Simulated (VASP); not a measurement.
Write the native input for VASP 6.6.1 that does the following.

```yaml
Task: relaxation of cell and atoms
Functional: PBE
Potentials_or_basis: VASP PAW PBE potentials, release 64 (Li_sv, Sc_sv)
Cutoff: 600 eV
k_mesh: 18 × 18 × 18
Occupations: gaussian, width 0.1 eV
Spin: no spin polarisation
Dipole_correction: no
Further_INCAR_settings: ALGO = Normal; EDIFF = 1e-06; IBRION = 2; EDIFFG = -0.005; NSW = 100; ISIF = 3
```

The structure of Li2Sc lies in POSCAR:

```
Li2Sc
1.0
   -1.7309262048      1.7309262048      5.0804557833
    1.7309262048     -1.7309262048      5.0804557833
    1.7309262048      1.7309262048     -5.0804557833
Li Sc
2 1
Direct
    0.6840179932      0.6840179932      0.0000000000
    0.3159820068      0.3159820068      0.0000000000
    0.0000000000      0.0000000000      0.0000000000
```

These files were run (other wordings do the same):

INCAR

```
SYSTEM = Li2Sc
PREC     = Accurate       ! precision mode
ENCUT    = 600            ! plane-wave cutoff, eV
EDIFF    = 1E-6           ! SCF threshold, eV
ISMEAR   = 0              ! smearing method
SIGMA    = 0.1            ! smearing width, eV
LREAL    = .False.        ! projectors in reciprocal space
LASPH    = .True.         ! aspherical terms in the spheres
NELM     = 100            ! most SCF steps
ALGO     = Normal         ! electronic algorithm
ISIF     = 3              ! what is computed and relaxed
LWAVE    = .False.        ! write WAVECAR
LCHARG   = .False.        ! write CHGCAR
GGA      = PE             ! functional
IBRION   = 2              ! ionic algorithm
NSW      = 100            ! ionic steps
EDIFFG   = -0.005         ! ionic threshold
```

KPOINTS

```
regular mesh
0
Gamma
  18 18 18
  0 0 0
```

Potentials or basis: VASP PAW PBE potentials, release 64 (Li_sv, Sc_sv).

Command:

```sh
$ cat potpaw_PBE.64/Li_sv/POTCAR potpaw_PBE.64/Sc_sv/POTCAR > POTCAR
$ mpirun -np 1 vasp_std > vasp.out
```

It gave:

| Item | Value |
| --- | --- |
| Relaxed volume | 20.38 Å³/atom |
| Relaxed cell | a = 5.723 Å, b = 5.723 Å, c = 5.723 Å, α = 145.07°, β = 145.07°, γ = 50.23° |
| Space group after relaxing (to 0.05 Å) | I4/mmm (No. 139) |
| Energy gained by relaxing | 0.8 meV/atom |
| Ionic steps | 8 |
| Pressure after relaxing | 0.0 GPa |

Caveat: the cutoff is under 1.25 times the usual one of these potentials, so pressure, stress and relaxed cells hold a basis-set (Pulay) error.

Wall time 51 min on 1 thread of AMD EPYC 7R43 64-Core Processor (Zen 3), with other jobs on the host, peak memory 0.67 GiB.
